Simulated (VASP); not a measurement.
# MgH2 (P4_2/mnm) in VASP: notebook, part 2 of 2

VASP 6.6.1. The steps go on from the part before.

### Step 3. Vibrations by perturbation theory, PBEsol

The input, INCAR:

```
ALGO = Normal ; EDIFF = 1E-8
ENCUT = 600 ; GGA = PS
GGA_COMPAT = F ; IBRION = 8
ISIF = 2 ; ISMEAR = 0
LASPH = T ; LCHARG = F
LEPSILON = T ; LREAL = F
LWAVE = F ; NELM = 120
NSW = 1 ; PREC = Accurate
SIGMA = 0.01
```

The input, KPOINTS:

```
k-points
0
Gamma
  6 6 8
```

The input, POSCAR:

```
MgH2
1.0
    4.4769779550      0.0000000000      0.0000000000
    0.0000000000      4.4769779550      0.0000000000
    0.0000000000      0.0000000000      3.0075541907
Mg H
2 4
Direct
    0.0000000000      0.0000000000      0.0000000000
    0.5000000000      0.5000000000      0.5000000000
    0.3044938277      0.3044938277      0.0000000000
    0.1955061723      0.8044938277      0.5000000000
    0.6955061723      0.6955061723      0.0000000000
    0.8044938277      0.1955061723      0.5000000000
```

Potentials or basis: VASP PAW PBE potentials, release 64 (Mg, H).

Started as:

```sh
$ cat potpaw_PBE.64/Mg/POTCAR potpaw_PBE.64/H/POTCAR > POTCAR
$ mpirun -np 1 vasp_std > vasp.out
```

OUTCAR:

```text
EDIFF = 1E-8
   ENCUT = 600
   GGA = PS
   IBRION = 8
   ISIF = 2
   ISMEAR = 0
   LASPH = T
   LEPSILON = T
   LREAL = F
   NELM = 120
   NSW = 1
   PREC = Accurate

 ion  position               nearest neighbor table
   1  0.000  0.000  0.000-   3 1.93   5 1.93   4 1.95   6 1.95   4 1.95   6 1.95   2 3.50   2 3.50
                             2 3.50   2 3.50   2 3.50   2 3.50   2 3.50   2 3.50
   2  0.500  0.500  0.500-   4 1.93   6 1.93   5 1.95   3 1.95   3 1.95   5 1.95   1 3.50   1 3.50
                             1 3.50   1 3.50   1 3.50   1 3.50   1 3.50   1 3.50
   3  0.304  0.304  0.000-   1 1.93   2 1.95   2 1.95
   4  0.196  0.804  0.500-   2 1.93   1 1.95   1 1.95
   5  0.696  0.696  0.000-   1 1.93   2 1.95   2 1.95
   6  0.804  0.196  0.500-   2 1.93   1 1.95   1 1.95

  LATTYP: Found a simple tetragonal cell.
 ALAT       =     4.4769779550
 C/A-ratio  =     0.6717822203

  Lattice vectors:

 A1 = (   4.4769779550,   0.0000000000,   0.0000000000)
 A2 = (   0.0000000000,   4.4769779550,   0.0000000000)
 A3 = (   0.0000000000,   0.0000000000,   3.0075541907)

Analysis of symmetry for initial positions (statically):
=====================================================================
 Subroutine PRICEL returns:
 Original cell was already a primitive cell.

 Routine SETGRP: Setting up the symmetry group for a
 simple tetragonal supercell.

 Subroutine GETGRP returns: Found 16 space group operations
 (whereof  8 operations were pure point group operations)
 out of a pool of 16 trial point group operations.

The static configuration has the point symmetry D_2h.
 The point group associated with its full space group is D_4h.

Analysis of symmetry for dynamics (positions and initial velocities):
=====================================================================
 Subroutine PRICEL returns:
 Original cell was already a primitive cell.

 Routine SETGRP: Setting up the symmetry group for a
[... 565 lines left out ...]
 ion    5
    1    -0.92308    -0.21288     0.00000
    2    -0.21288    -0.92308     0.00000
    3     0.00000     0.00000    -0.97101
 ion    6
    1    -0.92308     0.21288     0.00000
    2     0.21288    -0.92308     0.00000
    3     0.00000     0.00000    -0.97101

 INTERNAL STRAIN TENSOR FOR ION    6 for displacements in x,y,z  (eV/Angst):
          X           Y           Z          XY          YZ          ZX
  --------------------------------------------------------------------------------
  x     0.01070    -0.42262     1.00065     0.60374     0.00000     0.00000
  y     0.42262    -0.01070    -1.00065    -0.60376     0.00000     0.00000
  z     0.00000     0.00000     0.00000     0.00000    -1.42535     1.42537

 SECOND DERIVATIVES (NOT SYMMETRIZED)
 ------------------------------------
               1X          1Y          1Z          2X          2Y          2Z          3X          3Y          3Z          4X          4Y          4Z          5X          5Y          5Z          6X          6Y          6Z
  1X    -6.188222   -0.213119    0.000000    2.088003   -0.000876    0.000000    0.852933    1.052375    0.000000    1.197177   -0.945378    0.000000    0.852933    1.052375    0.000000    1.197177   -0.945378    0.000000
  1Y    -0.213119   -6.188222    0.000000   -0.000876    2.088003    0.000000    1.052375    0.852933    0.000000   -0.945378    1.197177    0.000000    1.052375    0.852933    0.000000   -0.945378    1.197177    0.000000
  1Z     0.000000    0.000000   -5.440879    0.000000    0.000000    0.085705    0.000000    0.000000    0.138238    0.000000    0.000000    2.539348    0.000000    0.000000    0.138238    0.000000    0.000000    2.539348
  2X     2.088003    0.000876    0.000000   -6.188222    0.213119    0.000000    1.197177    0.945378    0.000000    0.852933   -1.052375    0.000000    1.197177    0.945378    0.000000    0.852933   -1.052375    0.000000
  2Y     0.000876    2.088003    0.000000    0.213119   -6.188222    0.000000    0.945378    1.197177    0.000000   -1.052375    0.852933    0.000000    0.945378    1.197177    0.000000   -1.052375    0.852933    0.000000
  2Z     0.000000    0.000000    0.085705    0.000000    0.000000   -5.440879    0.000000    0.000000    2.539348    0.000000    0.000000    0.138238    0.000000    0.000000    2.539348    0.000000    0.000000    0.138238
  3X     0.853605    1.052082    0.000000    1.196539    0.945927    0.000000   -3.627844   -2.529648    0.000000    0.074174   -0.013918    0.000000    0.551947    0.532655    0.000000    0.951579    0.012901    0.000000
  3Y     1.052082    0.853605    0.000000    0.945927    1.196539    0.000000   -2.529648   -3.627844    0.000000    0.012901    0.951579    0.000000    0.532655    0.551947    0.000000   -0.013918    0.074174    0.000000
  3Z     0.000000    0.000000    0.138581    0.000000    0.000000    2.540155    0.000000    0.000000   -3.643205    0.000000    0.000000    0.478597    0.000000    0.000000    0.007276    0.000000    0.000000    0.478597
  4X     1.196539   -0.945927    0.000000    0.853605   -1.052082    0.000000    0.074174    0.013918    0.000000   -3.627844    2.529648    0.000000    0.951579   -0.012901    0.000000    0.551947   -0.532655    0.000000
  4Y    -0.945927    1.196539    0.000000   -1.052082    0.853605    0.000000   -0.012901    0.951579    0.000000    2.529648   -3.627844    0.000000    0.013918    0.074174    0.000000   -0.532655    0.551947    0.000000
  4Z     0.000000    0.000000    2.540155    0.000000    0.000000    0.138581    0.000000    0.000000    0.478597    0.000000    0.000000   -3.643205    0.000000    0.000000    0.478597    0.000000    0.000000    0.007276
  5X     0.853605    1.052082    0.000000    1.196539    0.945927    0.000000    0.551947    0.532655    0.000000    0.951579    0.012901    0.000000   -3.627844   -2.529648    0.000000    0.074174   -0.013918    0.000000
  5Y     1.052082    0.853605    0.000000    0.945927    1.196539    0.000000    0.532655    0.551947    0.000000   -0.013918    0.074174    0.000000   -2.529648   -3.627844    0.000000    0.012901    0.951579    0.000000
  5Z     0.000000    0.000000    0.138581    0.000000    0.000000    2.540155    0.000000    0.000000    0.007276    0.000000    0.000000    0.478597    0.000000    0.000000   -3.643205    0.000000    0.000000    0.478597
  6X     1.196539   -0.945927    0.000000    0.853605   -1.052082    0.000000    0.951579   -0.012901    0.000000    0.551947   -0.532655    0.000000    0.074174    0.013918    0.000000   -3.627844    2.529648    0.000000
  6Y    -0.945927    1.196539    0.000000   -1.052082    0.853605    0.000000    0.013918    0.074174    0.000000   -0.532655    0.551947    0.000000   -0.012901    0.951579    0.000000    2.529648   -3.627844    0.000000
  6Z     0.000000    0.000000    2.540155    0.000000    0.000000    0.138581    0.000000    0.000000    0.478597    0.000000    0.000000    0.007276    0.000000    0.000000    0.478597    0.000000    0.000000   -3.643205

 Eigenvectors and eigenvalues of the dynamical matrix
 ----------------------------------------------------

   1 f  =   44.473047 THz   279.432398 2PiTHz 1483.461183 cm-1   183.925663 meV
             X         Y         Z           dx          dy          dz
      0.000000  0.000000  0.000000    -0.000000   -0.000000   -0.000000
      2.238489  2.238489  1.503777    -0.000000   -0.000000   -0.000000
      1.363212  1.363212  0.000000     0.353553    0.353553    0.000000
      0.875277  3.601701  1.503777     0.353553   -0.353553   -0.000000
      3.113766  3.113766  0.000000    -0.353553   -0.353553    0.000000
      3.601701  0.875277  1.503777    -0.353553    0.353553   -0.000000
[... 145 lines left out ...]
  18 f/i=    0.002684 THz     0.016864 2PiTHz    0.089531 cm-1     0.011100 meV
             X         Y         Z           dx          dy          dz
      0.000000  0.000000  0.000000     0.354054   -0.580254   -0.000000
      2.238489  2.238489  1.503777     0.354005   -0.580224   -0.000000
      1.363212  1.363212  0.000000     0.071730   -0.117614   -0.000000
      0.875277  3.601701  1.503777     0.071831   -0.117676   -0.000000
      3.113766  3.113766  0.000000     0.071730   -0.117614   -0.000000
      3.601701  0.875277  1.503777     0.071831   -0.117676   -0.000000

--------------------------------------------------------------------------------------------------------

 MACROSCOPIC STATIC DIELECTRIC TENSOR IONIC CONTRIBUTION
 ------------------------------------------------------
           7.667602    -0.000000    -0.000000
          -0.000000     7.667602     0.000000
          -0.000000     0.000000     4.227516
 ------------------------------------------------------

 ELASTIC MODULI CONTR FROM IONIC RELAXATION (kBar)
 Direction    XX          YY          ZZ          XY          YZ          ZX
 --------------------------------------------------------------------------------
 XX         -48.2122     45.3899      6.8561     -0.0000      0.0000      0.0000
 YY          45.3899    -48.2122      6.8561      0.0000     -0.0000     -0.0000
 ZZ           6.8561      6.8561    -33.3102      0.0000      0.0000     -0.0000
 XY          -0.0000      0.0000      0.0000     -9.5773      0.0000      0.0000
 YZ           0.0000     -0.0000      0.0000      0.0000    -59.1670      0.0000
 ZX           0.0000     -0.0000     -0.0000      0.0000      0.0000    -59.1691
 --------------------------------------------------------------------------------

 PIEZOELECTRIC TENSOR IONIC CONTR  for field in x, y, z        (C/m^2)
          XX          YY          ZZ          XY          YZ          ZX
  --------------------------------------------------------------------------------
  x    -0.00000     0.00000     0.00000    -0.00000    -0.00000    -0.00000
  y    -0.00000     0.00000     0.00000     0.00000    -0.00000    -0.00000
  z     0.00000    -0.00000    -0.00000     0.00000    -0.00000     0.00000
```

stdout:

```text
POSCAR found type information on POSCAR MgH
 POSCAR found :  2 types and       6 ions
 scaLAPACK will be used
 -----------------------------------------------------------------------------
|                                                                             |
|                                                                             |
[... 47 lines left out ...]
 first order change of Fermi-energy  -0.10480E+00
 force on displaced ion       3 direction 1 :  -3.628  -2.530   0.000
 Born effective charge ion    3 direction 1 :  -0.923  -0.213   0.000
 Linear response progress:
 first order change of Fermi-energy  -0.15367E-03
 force on displaced ion       3 direction 3 :  -0.000  -0.000  -3.643
 Born effective charge ion    3 direction 3 :   0.000   0.000  -0.971
 Born effective charges drift removed
 Linear response finished
```

It took 3.8 min on 1 thread of Intel Xeon Platinum 8488C (Sapphire Rapids), shared host; peak memory 0.42 GiB.

Results:

```
Electronic dielectric tensor (diagonal) : 4.11, 4.11, 4.15
Born charges (mean of the diagonal)     : Mg +1.88; H -0.94 e
Highest phonon frequency at Γ           : 1483 cm⁻¹
```

Phonon frequencies in cm⁻¹ (negative: imaginary):
| q point | frequencies |
| --- | --- |
| (0.000, 0.000, 0.000) | 0 0 0 182 241 299 299 492 492 741 888 996 996 1130 1216 1216 1318 1483 |

Electronic dielectric tensor:
```
4.11 0.00 0.00
0.00 4.11 0.00
0.00 0.00 4.15
```

Born effective charge tensors (e):
atom 1, Mg
```
1.85 0.12 0.00
0.12 1.85 0.00
0.00 0.00 1.94
```
atom 2, Mg
```
 1.85 -0.12  0.00
-0.12  1.85  0.00
 0.00  0.00  1.94
```
atom 3, H
```
-0.92 -0.21  0.00
-0.21 -0.92  0.00
 0.00  0.00 -0.97
```
atom 4, H
```
-0.92  0.21  0.00
 0.21 -0.92  0.00
 0.00  0.00 -0.97
```
atom 5, H
```
-0.92 -0.21  0.00
-0.21 -0.92  0.00
 0.00  0.00 -0.97
```
atom 6, H
```
-0.92  0.21  0.00
 0.21 -0.92  0.00
 0.00  0.00 -0.97
```
